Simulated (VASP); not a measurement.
# N in VASP: further runs

N is run at these levels: PBE+D3(BJ); tasks: single point.

Program: VASP 6.6.1. These are calculated values, not measurements. Logs are shortened: lines on timing, memory, paths and dates and some standing lists are left out, and cuts for length are marked.

## 1. The cell of the first run

The cell holds an amorphous packing of atoms, 12 atoms: a = 7.034 Å, b = 7.034 Å, c = 7.034 Å, α = 90.00°, β = 90.00°, γ = 90.00°.

## 2. Single point, PBE+D3(BJ)

The input, INCAR:

```
  ALGO = Normal
  EDIFF = 1E-6
  ENCUT = 910
  GGA = PE
  GGA_COMPAT = F
  ISIF = 2
  ISMEAR = -1
  IVDW = 12
  LASPH = T
  LCHARG = F
  LREAL = F
  LWAVE = F
  NBANDS = 42
  NELM = 120
  PREC = Accurate
  SIGMA = 0.05
```

The input, KPOINTS:

```
k-points
0
Gamma
  1 1 1
```

The input, POSCAR:

```
N
1.0
    7.0338500000      0.0000000000      0.0000000000
    0.0000000000      7.0338500000      0.0000000000
    0.0000000000      0.0000000000      7.0338500000
N
12
Direct
    0.8167504283      0.2932533392      0.5812890522
    0.6795424981      0.3481450415      0.6314749390
    0.5150806457      0.4383090342      0.9627302260
    0.4608287069      0.3246870491      1.0510317962
    0.2130412221      0.4979065519      0.4077283422
    0.3495809550      0.5070054096      0.4904284282
    0.9839419379      1.0167404764      0.9333437591
    0.8359575481      1.0382507446      0.8847359554
    0.8853046340      0.7623847537      0.5346005388
    0.8266738699      0.8486106471      0.4168982847
    0.2479865223     -0.1285782324      0.2919738124
    0.3850664999     -0.1012958764      0.2224386360
```

Potentials or basis: VASP PAW PBE potentials, release 64 (N_h).

Command:

```bash
$ cat potpaw_PBE.64/N_h/POTCAR > POTCAR
$ mpirun -np 1 vasp_gam > vasp.out
```

OUTCAR:

```text
EDIFF = 1E-6
   ENCUT = 910
   GGA = PE
   ISIF = 2
   ISMEAR = -1
   IVDW = 12
   LASPH = T
   LREAL = F
   NELM = 120
   PREC = Accurate
 IVDW          = 12

 ion  position               nearest neighbor table
   1  0.817  0.293  0.581-   2 1.10
   2  0.680  0.348  0.631-   1 1.10
   3  0.515  0.438  0.963-   4 1.08
   4  0.461  0.325  0.051-   3 1.08
   5  0.213  0.498  0.408-   6 1.12
   6  0.350  0.507  0.490-   5 1.12
   7  0.984  0.017  0.933-   8 1.11
   8  0.836  0.038  0.885-   7 1.11
   9  0.885  0.762  0.535-  10 1.11
  10  0.827  0.849  0.417-   9 1.11
  11  0.248  0.871  0.292-  12 1.10
  12  0.385  0.899  0.222-  11 1.10

  LATTYP: Found a simple cubic cell.
 ALAT       =     7.0338500000

  Lattice vectors:

 A1 = (   7.0338500000,   0.0000000000,   0.0000000000)
 A2 = (   0.0000000000,   7.0338500000,   0.0000000000)
 A3 = (   0.0000000000,   0.0000000000,   7.0338500000)

Analysis of symmetry for initial positions (statically):
=====================================================================
 Subroutine PRICEL returns:
 Original cell was already a primitive cell.

 Routine SETGRP: Setting up the symmetry group for a
 simple cubic supercell.

 Subroutine GETGRP returns: Found  1 space group operations
 (whereof  1 operations were pure point group operations)
 out of a pool of 48 trial point group operations.

The static configuration has the point symmetry C_1 .

Analysis of symmetry for dynamics (positions and initial velocities):
=====================================================================
 Subroutine PRICEL returns:
 Original cell was already a primitive cell.

 Routine SETGRP: Setting up the symmetry group for a
 simple cubic supercell.

 Subroutine GETGRP returns: Found  1 space group operations
 (whereof  1 operations were pure point group operations)
 out of a pool of 48 trial point group operations.

The dynamic configuration has the point symmetry C_1 .

 Subroutine INISYM returns: Found  1 space group operations
 (whereof  1 operations are pure point group operations),
 and found     1 'primitive' translations

[... 96 lines left out ...]
   ISIF   =      2    stress and relaxation
   ISYM   =      2    0-nonsym 1-usesym 2-fastsym
   POTIM  = 0.5000    time-step for ionic-motion
   TEBEG  =    0.0;   TEEND  =   0.0 temperature during run
   PSTRESS=    0.0 pullay stress
   NELECT =      60.0000    total number of electrons
   NUPDOWN=      -1.0000    fix difference up-down
   EMIN   =  10.00;   EMAX   =-10.00  energy-range for DOS
   EFERMI =   0.00;   METHOD = LEGACY
   ISMEAR =    -1;   SIGMA  =   0.05  broadening in eV -4-tet -1-fermi 0-gaus
   EFERMI_NEDOS =   21; number of points for ismear=-14 and -15
   IALGO  =     38    algorithm
   IMIX   =      4    mixing-type and parameters
     AMIX     =   0.40;   BMIX     =  1.00
     AMIX_MAG =   1.60;   BMIX_MAG =  1.00
  volume/ion in A,a.u.               =      29.00       195.70
  Fermi-wavevector in a.u.,A,eV,Ry     =   0.911169  1.721859 11.295944  0.830228
  Thomas-Fermi vector in A             =   2.035417
   LORBIT       =      0    0 simple, 1 ext, 2 COOP (PROOUT), +10 PAW based schemes
   GGA     = PE    functional components
   LHFCALC =     F    Hartree Fock is set to
   AEXX    =    0.0000 exact exchange contribution
   IVDW    =    12    specifies the selected vdW correction
   LEPSILON=     F    determine dielectric tensor
   LRPA    =     F    only Hartree local field effects (RPA)
 non-spin polarized calculation
  energy-cutoff  :      910.00
  volume of cell :      348.00
 maximum number of plane-waves:     10912
 NGX is ok and might be reduce to    70
   NGX = 35   NGY = 35   NGZ = 35

 number of electron      60.0000000 magnetization

 Free energy of the ion-electron system (eV)
  ---------------------------------------------------
  ext. energy  EPLUGINS =         0.00000000
  ---------------------------------------------------
  free energy    TOTEN  =      -100.46086303 eV

  energy without entropy =     -100.46086303  energy(sigma->0) =     -100.46086303

 E-fermi :  -5.3665     XC(G=0):  -5.4466

 val. band max:       -6.6476030912   @ k =   0.0000   0.0000   0.0000
 cond. band min:       0.3781986145   @ k =   0.0000   0.0000   0.0000
 fundamental gap:      7.0258017056
 Fermi energy:        -5.3664580215

 k-point     1 :       0.0000    0.0000    0.0000
  band No.  band energies     occupation
      1     -25.5187      2.00000
      2     -25.2697      2.00000
      3     -25.2553      2.00000
      4     -25.1857      2.00000
      5     -25.1362      2.00000
      6     -24.8903      2.00000
[... 34 lines left out ...]
     41       1.3579      0.00000
     42       1.6406      0.00000

------------------------ aborting loop because EDIFF is reached ----------------------------------------

 Edisp (eV)   -0.51218

 E8    (eV) :    -0.1248

  FORCE on cell =-STRESS in cart. coord.  units (eV):
  Direction    XX          YY          ZZ          XY          YZ          ZX
  --------------------------------------------------------------------------------------
  -------------------------------------------------------------------------------------
  Total      -0.60600     3.08698     1.32828     0.27914    -1.97569    -3.12925
  in kB      -2.79002    14.21232     6.11537     1.28513    -9.09599   -14.40694
  external pressure =        5.85 kB  Pullay stress =        0.00 kB

 VOLUME and BASIS-vectors are now :
 -----------------------------------------------------------------------------
  energy-cutoff  :      910.00
  volume of cell :      348.00
      direct lattice vectors                 reciprocal lattice vectors
     7.033850000  0.000000000  0.000000000     0.142169651  0.000000000  0.000000000
     0.000000000  7.033850000  0.000000000     0.000000000  0.142169651  0.000000000
     0.000000000  0.000000000  7.033850000     0.000000000  0.000000000  0.142169651

 POSITION                                       TOTAL-FORCE (eV/Angst)
 -----------------------------------------------------------------------------------
      5.74490      2.06270      4.08870         0.583261     -0.139634     -0.370175
      4.77980      2.44880      4.44170        -0.263178      0.069852     -0.016100
      3.62300      3.08300      6.77170         1.030435      2.519945     -1.564674
      3.24140      2.28380      0.35895        -1.154399     -2.404140      1.844100
      1.49850      3.50220      2.86790         2.515998     -0.093161      1.557522
      2.45890      3.56620      3.44960        -2.762066     -0.107190     -1.532324
      6.92090      0.11775      6.56500        -0.463573      0.074655     -0.132061
      5.88000      0.26905      6.22310         0.507912     -0.239599      0.392205
      6.22710      5.36250      3.76030        -0.277313      0.304521     -0.399977
      5.81470      5.96900      2.93240         0.133436     -0.307255      0.392528
      1.74430      6.12945      2.05370        -0.425891      0.197302      0.157665
      2.70850      6.32135      1.56460         0.575380      0.124704     -0.328708
 -----------------------------------------------------------------------------------
    total drift:                                0.000645      0.000716     -0.000269

  FREE ENERGIE OF THE ION-ELECTRON SYSTEM (eV)
  ---------------------------------------------------
  free  energy   TOTEN  =      -100.9730442082 eV

  energy  without entropy=     -100.9730442081  energy(sigma->0) =     -100.97304421
```

OSZICAR:

```text
N       E                     dE             d eps       ncg     rms          rms(c)
DAV:   1     0.762291582644E+03    0.76229E+03   -0.38078E+04    84   0.192E+03
DAV:   2     0.561241354617E+02   -0.70617E+03   -0.67057E+03   120   0.334E+02
DAV:   3    -0.995722646947E+02   -0.15570E+03   -0.15490E+03   104   0.170E+02
DAV:   4    -0.105811367339E+03   -0.62391E+01   -0.61591E+01   120   0.385E+01
DAV:   5    -0.105976878036E+03   -0.16551E+00   -0.16478E+00   120   0.532E+00    0.160E+01
DAV:   6    -0.101537520588E+03    0.44394E+01   -0.66229E+00    96   0.113E+01    0.834E+00
DAV:   7    -0.100483989317E+03    0.10535E+01   -0.43124E+00   110   0.889E+00    0.203E+00
DAV:   8    -0.100463979467E+03    0.20010E-01   -0.34927E-01   104   0.297E+00    0.385E-01
DAV:   9    -0.100460758894E+03    0.32206E-02   -0.17492E-02   112   0.678E-01    0.116E-01
DAV:  10    -0.100461028282E+03   -0.26939E-03   -0.14957E-03   120   0.198E-01    0.760E-02
DAV:  11    -0.100460917808E+03    0.11047E-03   -0.41197E-04   104   0.127E-01    0.224E-02
DAV:  12    -0.100460892615E+03    0.25194E-04   -0.28573E-05   128   0.398E-02    0.118E-02
DAV:  13    -0.100460866189E+03    0.26426E-04   -0.29810E-05   104   0.361E-02    0.609E-03
DAV:  14    -0.100460863638E+03    0.25507E-05   -0.64985E-06   120   0.155E-02    0.394E-03
DAV:  15    -0.100460863030E+03    0.60766E-06   -0.23807E-06    88   0.108E-02
   1 F= -.10097304E+03 E0= -.10097304E+03  d E =-.198632E-10
```

Run time: 75 s. Hardware: 1 thread of AMD EPYC 7R43 (Zen 3), shared host; peak memory 0.55 GiB.

What came out:

```yaml
Free_energy: -100.9730 eV
Pressure: 0.6 GPa
Largest_force: 3.242 eV/Å
Band_gap_on_the_k_mesh: 7.03 eV
Dispersion_energy_per_atom: -0.043 eV
```

Forces on the atoms (eV/Å):
```
N    0.583 -0.140 -0.370
N   -0.263  0.070 -0.016
N    1.030  2.520 -1.565
N   -1.154 -2.404  1.844
N    2.516 -0.093  1.558
N   -2.762 -0.107 -1.532
N   -0.464  0.075 -0.132
N    0.508 -0.240  0.392
N   -0.277  0.305 -0.400
N    0.133 -0.307  0.393
N   -0.426  0.197  0.158
N    0.575  0.125 -0.329
```

Caveat: the k points lie up to 0.89 Å⁻¹ apart; the cutoff is under 1.25 times the usual one of these potentials, so pressure, stress and relaxed cells hold a basis-set (Pulay) error.

## 3. Single point, PBE+D3(BJ)

INCAR is that of step 2.

KPOINTS is that of step 2.

The input, POSCAR:

```
N
1.0
    7.0338500000      0.0000000000      0.0000000000
    0.0000000000      7.0338500000      0.0000000000
    0.0000000000      0.0000000000      7.0338500000
N
12
Direct
    0.8660832972      0.3177065192      0.6807082892
    0.8067132509      0.2362575261      0.5559259865
    0.5723750151      0.4647668062      1.0972227159
    0.5102326606      0.5408702204      0.9734498177
    0.2024922340      0.3940516218      0.5282455554
    0.1641348621      0.5425193884      0.5255443321
    0.9365425763      1.0335733631      0.9313391670
    0.8349054927      0.9674929093      1.0303603290
    0.6179261713      0.7860986515      0.4863197253
    0.7405048444      0.7460352439      0.3963405532
    0.3683331319     -0.1750392744      0.1095559331
    0.3465811753     -0.0175153010      0.1263461689
```

Potentials or basis: VASP PAW PBE potentials, release 64 (N_h).

Command:

```bash
$ cat potpaw_PBE.64/N_h/POTCAR > POTCAR
$ mpirun -np 1 vasp_gam > vasp.out
```

OUTCAR:

```text
EDIFF = 1E-6
   ENCUT = 910
   GGA = PE
   ISIF = 2
   ISMEAR = -1
   IVDW = 12
   LASPH = T
   LREAL = F
   NELM = 120
   PREC = Accurate
 IVDW          = 12

 ion  position               nearest neighbor table
   1  0.866  0.318  0.681-   2 1.13
   2  0.807  0.236  0.556-   1 1.13
   3  0.572  0.465  0.097-   4 1.11
   4  0.510  0.541  0.973-   3 1.11
   5  0.202  0.394  0.528-   6 1.08
   6  0.164  0.543  0.526-   5 1.08
   7  0.937  0.034  0.931-   8 1.10
   8  0.835  0.967  0.030-   7 1.10
   9  0.618  0.786  0.486-  10 1.11
  10  0.741  0.746  0.396-   9 1.11
  11  0.368  0.825  0.110-  12 1.12
  12  0.347  0.982  0.126-  11 1.12

  LATTYP: Found a simple cubic cell.
 ALAT       =     7.0338500000

  Lattice vectors:

 A1 = (   7.0338500000,   0.0000000000,   0.0000000000)
 A2 = (   0.0000000000,   7.0338500000,   0.0000000000)
[... 179 lines left out ...]
 k-point     1 :       0.0000    0.0000    0.0000
  band No.  band energies     occupation
      1     -25.5991      2.00000
      2     -25.3416      2.00000
      3     -25.1757      2.00000
      4     -25.0106      2.00000
      5     -24.9063      2.00000
      6     -24.8872      2.00000
[... 34 lines left out ...]
     41       1.4153      0.00000
     42       1.4249      0.00000

------------------------ aborting loop because EDIFF is reached ----------------------------------------

 Edisp (eV)   -0.50161

 E8    (eV) :    -0.1204

  FORCE on cell =-STRESS in cart. coord.  units (eV):
  Direction    XX          YY          ZZ          XY          YZ          ZX
  --------------------------------------------------------------------------------------
  -------------------------------------------------------------------------------------
  Total       0.55764     1.02168    -2.70199    -1.30451    -1.64075    -1.77692
  in kB       2.56735     4.70376   -12.43984    -6.00591    -7.55396    -8.18088
  external pressure =       -1.72 kB  Pullay stress =        0.00 kB

 VOLUME and BASIS-vectors are now :
 -----------------------------------------------------------------------------
  energy-cutoff  :      910.00
  volume of cell :      348.00
      direct lattice vectors                 reciprocal lattice vectors
     7.033850000  0.000000000  0.000000000     0.142169651  0.000000000  0.000000000
     0.000000000  7.033850000  0.000000000     0.000000000  0.142169651  0.000000000
     0.000000000  0.000000000  7.033850000     0.000000000  0.000000000  0.142169651

 POSITION                                       TOTAL-FORCE (eV/Angst)
 -----------------------------------------------------------------------------------
      6.09190      2.23470      4.78800        -1.703082     -1.682081     -2.620111
      5.67430      1.66180      3.91030         1.094925      1.683389      2.577211
      4.02600      3.26910      0.68385        -0.403142      0.381993     -0.977168
      3.58890      3.80440      6.84710         0.811915     -1.235608      0.601320
      1.42430      2.77170      3.71560         1.277939     -3.420021     -0.053165
      1.15450      3.81600      3.69660        -0.724298      3.659345     -0.139235
      6.58750      0.23615      6.55090         0.232815     -0.123671      0.058106
      5.87260      6.80520      0.21355        -0.185248     -0.052362      0.080328
      4.34640      5.52930      3.42070         0.402777     -0.121009     -0.225071
      5.20860      5.24750      2.78780        -0.349198      0.089759      0.386308
      2.59080      5.80265      0.77060        -0.894501      3.580447      0.675806
      2.43780      6.91065      0.88870         0.439098     -2.760181     -0.364329
 -----------------------------------------------------------------------------------
    total drift:                                0.000112      0.000171     -0.000467

  FREE ENERGIE OF THE ION-ELECTRON SYSTEM (eV)
  ---------------------------------------------------
  free  energy   TOTEN  =      -100.7995811640 eV

  energy  without entropy=     -100.7995811640  energy(sigma->0) =     -100.79958116
```

OSZICAR:

```text
N       E                     dE             d eps       ncg     rms          rms(c)
DAV:   1     0.770780098845E+03    0.77078E+03   -0.38174E+04    84   0.192E+03
DAV:   2     0.596900630453E+02   -0.71109E+03   -0.67892E+03   118   0.335E+02
DAV:   3    -0.987596191805E+02   -0.15845E+03   -0.15733E+03   104   0.171E+02
DAV:   4    -0.105396291833E+03   -0.66367E+01   -0.65361E+01   112   0.396E+01
DAV:   5    -0.105593723006E+03   -0.19743E+00   -0.19573E+00   126   0.573E+00    0.158E+01
DAV:   6    -0.101329061232E+03    0.42647E+01   -0.62103E+00   102   0.111E+01    0.823E+00
DAV:   7    -0.100322082141E+03    0.10070E+01   -0.39469E+00   110   0.874E+00    0.199E+00
DAV:   8    -0.100300424764E+03    0.21657E-01   -0.30573E-01   120   0.282E+00    0.382E-01
DAV:   9    -0.100298072730E+03    0.23520E-02   -0.12280E-02   110   0.597E-01    0.114E-01
DAV:  10    -0.100298130307E+03   -0.57577E-04   -0.24057E-03   102   0.232E-01    0.866E-02
DAV:  11    -0.100298008653E+03    0.12165E-03   -0.41924E-04   112   0.127E-01    0.172E-02
DAV:  12    -0.100297987265E+03    0.21389E-04   -0.38384E-05   110   0.407E-02    0.146E-02
DAV:  13    -0.100297972357E+03    0.14908E-04   -0.15599E-05   112   0.222E-02    0.503E-03
DAV:  14    -0.100297966722E+03    0.56351E-05   -0.34802E-06    88   0.146E-02    0.264E-03
DAV:  15    -0.100297966349E+03    0.37251E-06   -0.11177E-06    88   0.705E-03
   1 F= -.10079958E+03 E0= -.10079958E+03  d E =-.266161E-10
```

Run time: 65 s. Hardware: 1 thread of Intel Xeon 6975P-C (Granite Rapids), shared host; peak memory 0.6 GiB.

Results:

- Free energy: -100.7996 eV
- Pressure: -0.2 GPa
- Largest force: 3.752 eV/Å
- Band gap on the k mesh: 7.00 eV
- Dispersion energy per atom: -0.042 eV

Forces on the atoms (eV/Å):
```
N   -1.703 -1.682 -2.620
N    1.095  1.683  2.577
N   -0.403  0.382 -0.977
N    0.812 -1.236  0.601
N    1.278 -3.420 -0.053
N   -0.724  3.659 -0.139
N    0.233 -0.124  0.058
N   -0.185 -0.052  0.080
N    0.403 -0.121 -0.225
N   -0.349  0.090  0.386
N   -0.895  3.580  0.676
N    0.439 -2.760 -0.364
```

Stress tensor (GPa, compression positive):
```
 0.26 -0.60 -0.82
-0.60  0.47 -0.76
-0.82 -0.76 -1.24
```

Caveat: the k points lie up to 0.89 Å⁻¹ apart; the cutoff is under 1.25 times the usual one of these potentials, so pressure, stress and relaxed cells hold a basis-set (Pulay) error.
